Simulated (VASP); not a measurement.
Wanted: the native input for a VASP 6.6.1 run.

```
Task                   : relaxation of cell and atoms
Functional             : r2SCAN
Potentials or basis    : VASP PAW PBE potentials, release 64 (K_sv, Cl)
Cutoff                 : 600 eV
k mesh                 : 6 × 6 × 6
Occupations            : gaussian, width 0.02 eV
Spin                   : no spin polarisation
Dipole correction      : no
Further INCAR settings : ALGO = Normal; EDIFF = 1e-07; IBRION = 2; EDIFFG = -0.005; NSW = 100; ISIF = 3
```

KCl:

```
K Cl
1.0
     3.77046    0.00000    0.00000
     0.00000    3.77046    0.00000
     0.00000    0.00000    3.77046
K Cl
1 1
Direct
  0.00000 0.00000 0.00000
  0.50000 0.50000 0.50000
```

One way to write it, as run:

POSCAR

```
KCl
1.0
    3.7704587425      0.0000000000      0.0000000000
    0.0000000000      3.7704587425      0.0000000000
    0.0000000000      0.0000000000      3.7704587425
K Cl
1 1
Direct
    0.0000000000      0.0000000000      0.0000000000
    0.5000000000      0.5000000000      0.5000000000
```

INCAR.step1

```
PREC = Accurate
ENCUT = 600
ISMEAR = 0
SIGMA = 0.02
LREAL = False
LASPH = True
NELM = 80
GGA = PE
ALGO = Normal
EDIFF = 1E-4
LWAVE = True
LCHARG = False
```

INCAR.step2

```
PREC = Accurate
ENCUT = 600
EDIFF = 1E-7
ISMEAR = 0
SIGMA = 0.02
LREAL = False
LASPH = True
NELM = 80
ALGO = Normal
ISIF = 3
LWAVE = False
LCHARG = False
METAGGA = R2SCAN
LMIXTAU = True
IBRION = 2
NSW = 100
EDIFFG = -0.005
ISTART = 1
```

KPOINTS

```
regular mesh
0
Gamma
  6 6 6
```

Potentials or basis: VASP PAW PBE potentials, release 64 (K_sv, Cl).

Launch:

```bash
$ cat potpaw_PBE.64/K_sv/POTCAR potpaw_PBE.64/Cl/POTCAR > POTCAR
$ cp INCAR.step1 INCAR
$ mpirun -np 1 vasp_std > vasp.out
$ cp INCAR.step2 INCAR
$ mpirun -np 1 vasp_std > vasp.out
```

Results of the run:

| Quantity | Value |
| --- | --- |
| Pressure after relaxing | 0.0 GPa |
| Band gap on the k mesh | 5.81 eV, indirect (least direct gap 6.03 eV) |

Caveat: the relaxation stopped at its first step, so nothing moved; the PAW data sets were made with another functional, which shifts forces and pressure a little.

Wall time 45 s on 1 thread of Intel(R) Xeon(R) Platinum 8488C (Sapphire Rapids), on a shared host, peak memory 0.17 GiB.
